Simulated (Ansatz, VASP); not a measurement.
# Two plane-wave programs on LiF

The input INCAR:

```
SYSTEM = LiF
ALGO = Normal ; EDIFF = 1E-6
ENCUT = 520 ; GGA = PE
ISIF = 2 ; ISMEAR = -1
LASPH = .TRUE. ; LCHARG = .TRUE.
LELF = .TRUE. ; LREAL = .FALSE.
LVHAR = .TRUE. ; LWAVE = .FALSE.
NBANDS = 12 ; NELM = 60
PREC = Accurate ; SIGMA = 0.02
```

KPOINTS

```
k-points
0
G
  10 10 10
  0 0 0
```

File POSCAR:

```
LiF
1.0
    0.0000000000      1.9948717393      1.9948717393
    1.9948717393      0.0000000000      1.9948717393
    1.9948717393      1.9948717393      0.0000000000
Li F
1 1
Direct
    0.0000000000      0.0000000000      0.0000000000
    0.5000000000      0.5000000000      0.5000000000
```

Input for Ansatz:

```yaml
crystal:
  lattice:
    - [0.0, 1.9948717393, 1.9948717393]
    - [1.9948717393, 0.0, 1.9948717393]
    - [1.9948717393, 1.9948717393, 0.0]
  atoms:
    - { symbol: Li, position: [0.0, 0.0, 0.0] }
    - { symbol: F, position: [0.5, 0.5, 0.5] }
kpoints:
  mp_grid: { grid: [10, 10, 10] }
  band_path:
    path:
      - [0.0, 0.0, 0.0]
      - [0.5, 0.0, 0.5]
      - [0.625, 0.25, 0.625]
      - [0.375, 0.375, 0.75]
      - [0.5, 0.5, 0.5]
      - [0.5, 0.25, 0.75]
      - [0.0375, 0.0375, 0.075]
    npoints: 1
hamiltonian:
  xc: pbe
scf:
  occupations: { method: fermi_dirac, width: 0.02 }
  n_extra_bands: 4
output:
  forces: true
  stress: true
  eigenvalues: true
```

Alike in both runs: task single point; functional PBE; k mesh 10 × 10 × 10; occupations fermi-dirac, width 0.02 eV; no spin polarisation.

|  | VASP | Ansatz |
| --- | --- | --- |
| version | VASP 6.6.1 | Ansatz 0.2.0 |
| potentials or method | VASP PAW PBE potentials, release 64 (Li_sv, F) | plane waves, PAW |
| plane-wave cutoff (eV) | 520 | 420 |
| valence electrons in the cell | 10 | 10 |

```csv
,VASP,Ansatz,Ansatz less VASP
gap on the k mesh at the Fermi level (eV),9.35,9.35,-0.004
```

The functional is the same, so the differences come from potentials, cutoffs and numerics.

Noted on VASP's run: the cutoff is short for stress, so the pressure is rough.
